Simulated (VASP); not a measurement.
# TiO2 (Cmmm) in VASP: further runs, part 2 of 2

VASP 6.6.1. Earlier steps stand in the parts before.

**3. Single point, PBE (strain +0.0125 x Voigt [0, 0, 0, 0, 0, 1])**

INCAR

```
SYSTEM = TiO2
PREC = Accurate ; ENCUT = 520
EDIFF = 1E-7 ; ISMEAR = 0
SIGMA = 0.05 ; LREAL = .False.
LASPH = .True. ; NELM = 100
ALGO = Normal ; ISIF = 2
LWAVE = .False. ; LCHARG = .False.
GGA = PE ; NBANDS = 33
```

KPOINTS

```
regular mesh
0
Gamma
  6 6 10
  0 0 0
```

POSCAR

```
TiO2
1.0
    4.6430645122      0.0290191532      0.0000000000
    0.0290191532      4.6430645122      0.0000000000
    0.0000000000      0.0000000000      2.9640243990
Ti O
2 4
Direct
    0.0000000000      0.0000000000      0.0000000000
    0.5000000000      0.5000000000      0.5000000000
    0.3051105247      0.3051105247      0.0000000000
    0.1948894753      0.8051105247      0.5000000000
    0.6948894753      0.6948894753      0.0000000000
    0.8051105247      0.1948894753      0.5000000000
```

Potentials or basis: VASP PAW PBE potentials, release 64 (Ti_sv, O).

Command:

```bash
$ cat potpaw_PBE.64/Ti_sv/POTCAR potpaw_PBE.64/O/POTCAR > POTCAR
$ mpirun -np 1 vasp_std > vasp.out
```

OUTCAR:

```text
SYSTEM = TiO2
   PREC = Accurate
   ENCUT = 520
   EDIFF = 1E-7
   ISMEAR = 0
   LREAL = .False.
   LASPH = .True.
   NELM = 100
   ISIF = 2
   GGA = PE

 ion  position               nearest neighbor table
   1  0.000  0.000  0.000-   4 1.95   6 1.95   4 1.95   6 1.95   5 2.02   3 2.02
   2  0.500  0.500  0.500-   3 1.96   5 1.96   3 1.96   5 1.96   4 1.99   6 1.99
   3  0.305  0.305  0.000-   2 1.96   2 1.96   1 2.02
   4  0.195  0.805  0.500-   1 1.95   1 1.95   2 1.99
   5  0.695  0.695  0.000-   2 1.96   2 1.96   1 2.02
   6  0.805  0.195  0.500-   1 1.95   1 1.95   2 1.99

  LATTYP: Found a base centered orthorhombic cell.
 ALAT       =     6.5252455241
 B/A-ratio  =     1.0125786164
 C/A-ratio  =     0.4542395207

  Lattice vectors:

 A1 = (  -0.0290191532,  -4.6430645122,   0.0000000000)
 A2 = (   4.6430645122,   0.0290191532,   0.0000000000)
 A3 = (   0.0000000000,   0.0000000000,   2.9640243990)

Analysis of symmetry for initial positions (statically):
=====================================================================
 Subroutine PRICEL returns:
 Original cell was already a primitive cell.

 Routine SETGRP: Setting up the symmetry group for a
 base centered orthorhombic supercell.

 Subroutine GETGRP returns: Found  8 space group operations
 (whereof  8 operations were pure point group operations)
 out of a pool of  8 trial point group operations.

The static configuration has the point symmetry D_2h.

Analysis of symmetry for dynamics (positions and initial velocities):
=====================================================================
 Subroutine PRICEL returns:
 Original cell was already a primitive cell.

 Routine SETGRP: Setting up the symmetry group for a
 base centered orthorhombic supercell.

 Subroutine GETGRP returns: Found  8 space group operations
 (whereof  8 operations were pure point group operations)
 out of a pool of  8 trial point group operations.

The dynamic configuration has the point symmetry D_2h.

 Subroutine INISYM returns: Found  8 space group operations
 (whereof  8 operations are pure point group operations),
 and found     1 'primitive' translations

----------------------------------------------------------------------------------------

                                     Primitive cell

  volume of cell :      63.8961

  direct lattice vectors                    reciprocal lattice vectors
     4.643064512  0.029019153  0.000000000     0.215383409 -0.001346146  0.000000000
     0.029019153  4.643064512  0.000000000    -0.001346146  0.215383409  0.000000000
     0.000000000  0.000000000  2.964024399     0.000000000  0.000000000  0.337379139

  length of vectors
     4.643155196  4.643155196  2.964024399     0.215387616  0.215387616  0.337379139

  position of ions in fractional coordinates (direct lattice)
     0.000000000  0.000000000  0.000000000
     0.500000000  0.500000000  0.500000000
     0.305110525  0.305110525  0.000000000
     0.194889475  0.805110525  0.500000000
     0.694889475  0.694889475  0.000000000
     0.805110525  0.194889475  0.500000000

  ion indices of the primitive-cell ions
   primitive index   ion index
[... 24 lines left out ...]

  Shift w.r.t. Gamma in fractional coordinates (k-lattice)
     0.000000000  0.000000000  0.000000000

 Subroutine IBZKPT returns following result:
 ===========================================

 Found     78 irreducible k-points:

 Following reciprocal coordinates:
            Coordinates               Weight
  0.000000  0.000000  0.000000      1.000000
  0.166667 -0.000000  0.000000      4.000000
  0.333333  0.000000  0.000000      4.000000
  0.500000  0.000000  0.000000      2.000000
  0.166667  0.166667  0.000000      2.000000
  0.333333  0.166667  0.000000      4.000000
[... 16 lines left out ...]
  0.333333  0.333333  0.100000      4.000000
  0.500000  0.333333  0.100000      8.000000
 [... further k-points ...]
   k-points           NKPTS =     78   k-points in BZ     NKDIM =     78   number of bands    NBANDS=     33
   number of dos      NEDOS =    301   number of ions     NIONS =      6
   total plane-waves  NPLWV =  31104
   dimension x,y,z NGX =    36 NGY =   36 NGZ =   24
   dimension x,y,z NGXF=    72 NGYF=   72 NGZF=   48
   ions per type =               2   4
   NGX,Y,Z   is equivalent  to a cutoff of  12.89, 12.89, 13.46 a.u.
   NGXF,Y,Z  is equivalent  to a cutoff of  25.78, 25.78, 26.92 a.u.
 SYSTEM =  TiO2
   PREC   = accura    normal or accurate (medium, high low for compatibility)
   ISTART =      0    job   : 0-new  1-cont  2-samecut
   ICHARG =      2    charge: 1-file 2-atom 10-const
   ISPIN  =      1    spin polarized calculation?
   LNONCOLLINEAR =      F non collinear calculations
   LSORBIT =      F    spin-orbit coupling
   LASPH  =      T    aspherical Exc in radial PAW
   ENCUT  =  520.0 eV  38.22 Ry    6.18 a.u.   8.63  8.63  5.51*2*pi/ulx,y,z
   NELM   =    100;   NELMIN=  2; NELMDL= -5     # of ELM steps
   EDIFF  = 0.1E-06   stopping-criterion for ELM
   LREAL  =      F    real-space projection
   EDIFFG = 0.1E-05   stopping-criterion for IOM
   NSW    =      0    number of steps for IOM
   IBRION =     -1    ionic relax: 0-MD 1-quasi-New 2-CG
   NFREE  =      0    steps in history (QN), initial steepest desc. (CG)
   ISIF   =      2    stress and relaxation
   ISYM   =      2    0-nonsym 1-usesym 2-fastsym
   POTIM  = 0.5000    time-step for ionic-motion
   TEBEG  =    0.0;   TEEND  =   0.0 temperature during run
   PSTRESS=    0.0 pullay stress
   NELECT =      48.0000    total number of electrons
   NUPDOWN=      -1.0000    fix difference up-down
   EMIN   =  10.00;   EMAX   =-10.00  energy-range for DOS
   EFERMI =   0.00;   METHOD = LEGACY
   ISMEAR =     0;   SIGMA  =   0.05  broadening in eV -4-tet -1-fermi 0-gaus
   EFERMI_NEDOS =   21; number of points for ismear=-14 and -15
   IALGO  =     38    algorithm
   IMIX   =      4    mixing-type and parameters
     AMIX     =   0.40;   BMIX     =  1.00
     AMIX_MAG =   1.60;   BMIX_MAG =  1.00
  volume/ion in A,a.u.               =      10.65        71.87
  Fermi-wavevector in a.u.,A,eV,Ry     =   1.488209  2.812307 30.133708  2.214765
  Thomas-Fermi vector in A             =   2.601272
   LORBIT       =      0    0 simple, 1 ext, 2 COOP (PROOUT), +10 PAW based schemes
   GGA     = PE    functional components
   LHFCALC =     F    Hartree Fock is set to
   AEXX    =    0.0000 exact exchange contribution
   IVDW    =     0    specifies the selected vdW correction
   LEPSILON=     F    determine dielectric tensor
   LRPA    =     F    only Hartree local field effects (RPA)
 non-spin polarized calculation
 Gauss-broadening in eV      SIGMA  =   0.05
  energy-cutoff  :      520.00
  volume of cell :       63.90
 maximum number of plane-waves:      1742
 NGX is ok and might be reduce to    36
   NGX = 17   NGY = 17   NGZ = 11

 number of electron      48.0000022 magnetization

 Free energy of the ion-electron system (eV)
  ---------------------------------------------------
  ext. energy  EPLUGINS =         0.00000000
  ---------------------------------------------------
  free energy    TOTEN  =       -53.66956555 eV

  energy without entropy =      -53.66956555  energy(sigma->0) =      -53.66956555

 E-fermi :   4.8692     XC(G=0): -11.2851

 val. band max:        4.5785544575   @ k =   0.0000   0.0000   0.0000
 cond. band min:       6.4125723557   @ k =   0.0000   0.0000   0.0000
 fundamental gap:      1.8340178983
 Fermi energy:         4.8692019999

 k-point     1 :       0.0000    0.0000    0.0000
  band No.  band energies     occupation
      1     -52.4006      2.00000
      2     -52.3484      2.00000
      3     -28.6942      2.00000
      4     -28.6486      2.00000
      5     -28.5185      2.00000
      6     -28.5147      2.00000
[... 853 lines left out ...]
     32      10.3200      0.00000
     33      10.7963      0.00000

 [... further k-points ...]
[... 5 lines left out ...]
  --------------------------------------------------------------------------------------
  -------------------------------------------------------------------------------------
  Total        0.2506664      0.2506664      0.3623138     -1.0651493      0.0000000      0.0000000
  in kB        6.2853941      6.2853941      9.0849221    -26.7083367      0.0000000      0.0000000
  external PRESSURE =       7.2185701 kB  Pullay stress =       0.0000000 kB

 VOLUME and BASIS-vectors are now :
 -----------------------------------------------------------------------------
  energy-cutoff  :      520.00
  volume of cell :       63.90
      direct lattice vectors                 reciprocal lattice vectors
     4.643064512  0.029019153  0.000000000     0.215383409 -0.001346146  0.000000000
     0.029019153  4.643064512  0.000000000    -0.001346146  0.215383409  0.000000000
     0.000000000  0.000000000  2.964024399     0.000000000  0.000000000  0.337379139

 POSITION                                       TOTAL-FORCE (eV/Angst)
 -----------------------------------------------------------------------------------
      0.00000      0.00000      0.00000         0.000000      0.000000      0.000000
      2.33604      2.33604      1.48201         0.000000      0.000000      0.000000
      1.42550      1.42550      0.00000        -0.024696     -0.024696      0.000000
      0.92825      3.74384      1.48201         0.009339     -0.009339      0.000000
      3.24658      3.24658      0.00000         0.024696      0.024696      0.000000
      3.74384      0.92825      1.48201        -0.009339      0.009339      0.000000
 -----------------------------------------------------------------------------------
    total drift:                                0.000000      0.000000     -0.000000

  FREE ENERGIE OF THE ION-ELECTRON SYSTEM (eV)
  ---------------------------------------------------
  free  energy   TOTEN  =       -53.6695655549 eV

  energy  without entropy=      -53.6695655549  energy(sigma->0) =      -53.66956555
```

OSZICAR:

```text
N       E                     dE             d eps       ncg     rms          rms(c)
DAV:   1     0.648327971964E+03    0.64833E+03   -0.24208E+04  5148   0.170E+03
DAV:   2     0.264040783678E+02   -0.62192E+03   -0.57627E+03  5538   0.511E+02
DAV:   3    -0.664960991339E+02   -0.92900E+02   -0.90895E+02  7061   0.188E+02
DAV:   4    -0.711313510341E+02   -0.46353E+01   -0.46245E+01  7439   0.403E+01
DAV:   5    -0.713114163893E+02   -0.18007E+00   -0.18004E+00  6897   0.644E+00    0.308E+01
DAV:   6    -0.541391685220E+02    0.17172E+02   -0.76720E+01  6758   0.877E+01    0.116E+01
DAV:   7    -0.540107668034E+02    0.12840E+00   -0.14080E+01  6587   0.339E+01    0.903E+00
DAV:   8    -0.538853635062E+02    0.12540E+00   -0.48731E-01  6253   0.512E+00    0.741E+00
DAV:   9    -0.538917798039E+02   -0.64163E-02   -0.16991E+00  6575   0.150E+01    0.424E+00
DAV:  10    -0.536776689937E+02    0.21411E+00   -0.88398E-01  6451   0.908E+00    0.835E-01
DAV:  11    -0.536716635236E+02    0.60055E-02   -0.34619E-02  5971   0.150E+00    0.513E-01
DAV:  12    -0.536704162110E+02    0.12473E-02   -0.56775E-03  6301   0.652E-01    0.247E-01
DAV:  13    -0.536697471916E+02    0.66902E-03   -0.14010E-03  7035   0.266E-01    0.112E-01
DAV:  14    -0.536695987557E+02    0.14844E-03   -0.23783E-04  6996   0.125E-01    0.508E-02
DAV:  15    -0.536695746088E+02    0.24147E-04   -0.65057E-05  6339   0.586E-02    0.255E-02
DAV:  16    -0.536695649124E+02    0.96964E-05   -0.27271E-05  7617   0.501E-02    0.327E-03
DAV:  17    -0.536695655316E+02   -0.61924E-06   -0.21329E-06  5945   0.122E-02    0.406E-03
DAV:  18    -0.536695655549E+02   -0.23283E-07   -0.86939E-07  6538   0.119E-02
   1 F= -.53669566E+02 E0= -.53669566E+02  d E =-.165652E-18
```

stdout:

```text
POSCAR found type information on POSCAR TiO
 POSCAR found :  2 types and       6 ions
 scaLAPACK will be used
 LDA part: xc-table for (Slater+PW92), standard interpolation
 POSCAR, INCAR and KPOINTS ok, starting setup
 FFT: planning ... GRIDC
 FFT: planning ... GRID_SOFT
 FFT: planning ... GRID
 WAVECAR not read
 entering main loop
```

Wall time 5.2 min (1 thread of Intel Xeon 8259CL, shared host); peak memory 0.26 GiB.

What came out:

* Free energy: -53.6696 eV
* Pressure: 0.7 GPa
* Largest force: 0.035 eV/Å
* Band gap on the k mesh: 1.83 eV

Forces in eV/Å, atoms in the order of the input:
```
Ti   0.000  0.000  0.000
Ti   0.000  0.000  0.000
O   -0.025 -0.025  0.000
O    0.009 -0.009  0.000
O    0.025  0.025  0.000
O   -0.009  0.009  0.000
```

Caveat: the cell differs from its parent crystal (strain +0.0125 x Voigt [0, 0, 0, 0, 0, 1]). A k mesh can miss the band edges.
